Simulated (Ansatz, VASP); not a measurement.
# One calculation of Si, two programs

The input INCAR:

```
  ALGO = Normal
  EDIFF = 1E-8
  ENCUT = 520
  GGA = PE
  ISIF = 2
  ISMEAR = -1
  LASPH = T
  LCHARG = F
  LEFG = T
  LREAL = F
  LWAVE = F
  NBANDS = 11
  NELM = 60
  PREC = Accurate
  SIGMA = 0.08
```

Contents of KPOINTS:

```
k-points
0
Gamma
  11 11 11
```

POSCAR

```
Si
1.0
    0.0000000000      2.7154700000      2.7154700000
    2.7154700000      0.0000000000      2.7154700000
    2.7154700000      2.7154700000      0.0000000000
Si
2
Direct
    0.5000000000      0.5000000000      0.5000000000
    0.7500000000      0.7500000000      0.7500000000
```

Input for Ansatz:

```yaml
crystal:
  lattice:
    - [0.0, 2.71547, 2.71547]
    - [2.71547, 0.0, 2.71547]
    - [2.71547, 2.71547, 0.0]
  atoms:
    - { symbol: Si, position: [0.5, 0.5, 0.5] }
    - { symbol: Si, position: [0.75, 0.75, 0.75] }
kpoints:
  mp_grid: { grid: [11, 11, 11] }
  band_path:
    path:
      - [0.0, 0.0, 0.0]
      - [0.5, 0.0, 0.5]
      - [0.625, 0.25, 0.625]
      - [0.375, 0.375, 0.75]
      - [0.0, 0.0, 0.0]
      - [0.5, 0.5, 0.5]
      - [0.5, 0.25, 0.75]
      - [0.5, 0.0, 0.5]
    npoints: 8
scf:
  occupations: { method: fermi_dirac, width: 0.08 }
hamiltonian:
  xc: pbe
  pseudopotentials: { kind: paw }
output:
  forces: true
  stress: true
  eigenvalues: true
  efg: { contact_densities: true }
  populations: true
  bader: true
  dos: { projected: true, de: 0.2, e_range: [-14, 8] }
```

Alike in both runs: task electric field gradients; functional PBE; k mesh 11 × 11 × 11; occupations fermi-dirac, width 0.08 eV; no spin polarisation.

```csv
,VASP,Ansatz
version,VASP 6.6.1,Ansatz 0.2.0
potentials or method,"VASP PAW PBE potentials, release 64 (Si)","PAW with Ansatz's default frozen-core files, scalar-relativistic"
plane-wave cutoff (eV),520,420
valence electrons in the cell,8,8
```

|  | VASP | Ansatz | Ansatz less VASP |
| --- | --- | --- | --- |
| pressure (GPa) | 1.9 | 2.0 | +0.08 |
